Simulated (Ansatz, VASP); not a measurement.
# Be3Al5: VASP beside Ansatz

File INCAR:

```
SYSTEM = Be3Al5
  PREC = Accurate
  ENCUT = 600
  EDIFF = 1E-6
  ISMEAR = 0
  SIGMA = 0.1
  LREAL = .False.
  LASPH = .True.
  NELM = 60
  ALGO = Normal
  ISIF = 3
  LWAVE = .False.
  LCHARG = .False.
  GGA = PE
  IBRION = 2
  NSW = 90
  EDIFFG = -0.04
```

Contents of KPOINTS:

```
regular mesh
0
Gamma
  4 4 6
  0 0 0
```

The input POSCAR:

```
Be3Al5
1.0
    5.9299877400      0.0000000000      0.0000000000
    0.0000000000      5.9299877400      0.0000000000
    0.0000000000      0.0000000000      2.9649938700
Be Al
3 5
Direct
    0.0000000000      0.5000000000      0.0000000000
    0.5000000000      0.0000000000      0.0000000000
    0.5000000000      0.5000000000      0.0000000000
    0.7500000000      0.7500000000      0.5000000000
    0.2500000000      0.2500000000      0.5000000000
    0.2500000000      0.7500000000      0.5000000000
    0.0000000000      0.0000000000      0.0000000000
    0.7500000000      0.2500000000      0.5000000000
```

Input for Ansatz:

```yaml
crystal:
  lattice:
    - [5.92998774, 0.0, 0.0]
    - [0.0, 5.92998774, 0.0]
    - [0.0, 0.0, 2.96499387]
  atoms:
    - { symbol: Be, position: [0.0, 0.5, 0.0] }
    - { symbol: Be, position: [0.5, 0.0, 0.0] }
    - { symbol: Be, position: [0.5, 0.5, 0.0] }
    - { symbol: Al, position: [0.75, 0.75, 0.5] }
    - { symbol: Al, position: [0.25, 0.25, 0.5] }
    - { symbol: Al, position: [0.25, 0.75, 0.5] }
    - { symbol: Al, position: [0.0, 0.0, 0.0] }
    - { symbol: Al, position: [0.75, 0.25, 0.5] }
basis:
  ecutwfc: 420
kpoints:
  mp_grid: { grid: [4, 4, 6] }
hamiltonian:
  xc: pbe
scf:
  occupations: { method: gaussian, width: 0.1 }
  lower_state_search: "off"
output:
  forces: true
  stress: true
  eigenvalues: true
relax:
  adjacent_minimum: "off"
  f_tol: 0.04
  max_steps: 70
  cell: { stress_tol: 0.4 }
```

Alike in both runs: task relaxation of cell and atoms; functional PBE; k mesh 4 × 4 × 6; occupations gaussian, width 0.1 eV; no spin polarisation.

```csv
,VASP,Ansatz
version,VASP 6.6.1,Ansatz 0.2.0
potentials or method,"VASP PAW PBE potentials, release 64 (Be, Al), cutoff 600 eV","scalar-relativistic, plane waves, PAW"
valence electrons in the cell,21,21
```

Ansatz gave:

```
gap on the k mesh at the Fermi level, each at its own relaxed structure (eV)  : none
relaxed volume (Å³/atom)                                                      : 13.55
relaxed length of the cell vector where the two differ most in proportion (Å) : 3.034
```

Problem. Which values does VASP return?

Solution. gap on the k mesh at the Fermi level, each at its own relaxed structure (eV): none; relaxed volume (Å³/atom): 13.56; relaxed length of the cell vector where the two differ most in proportion (Å): 3.030.

A gap of «none» marks a metal or a gap that the smearing closes.
